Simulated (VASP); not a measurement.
Cr, 1 atom in the cell. It takes space group Fm-3m (No. 225, cubic). Conventional cell: a = 3.509 Å, b = 3.509 Å, c = 3.509 Å, α = 90.00°, β = 90.00°, γ = 90.00°. Within 3.3 Å of Cr (site symmetry m-3m) lie 12 Cr at 2.48 Å. 

| Quantity | Value |
| --- | --- |
| Program | VASP 6.6.1 |
| Task | single point |
| Functional | PBE |
| Potentials or basis | VASP PAW PBE potentials, release 64 (Cr_pv) |
| Cutoff | 500 eV |
| k mesh | 8 × 8 × 8 |
| Occupations | fermi-dirac, width 0.1 eV |
| Spin | collinear spin, zero start |
| Starting moments | [0.0] μB |
| Dipole correction | no |
| Further INCAR settings | ALGO = Normal; EDIFF = 1e-06; NBANDS = 16 |

Potentials or basis: VASP PAW PBE potentials, release 64 (Cr_pv).

Launch:

```sh
$ cat potpaw_PBE.64/Cr_pv/POTCAR > POTCAR
$ mpirun -np 1 vasp_std > vasp.out
```

Hardware: 1 thread of Intel(R) Xeon(R) 6975P-C (Granite Rapids) (shared host).

Problem. How long does it take, and how much memory?

Solution. Wall time 5.6 s on 1 thread of Intel(R) Xeon(R) 6975P-C (Granite Rapids), with other jobs on the host, peak memory 0.12 GiB. Counts: scf iterations 11, k points 29.
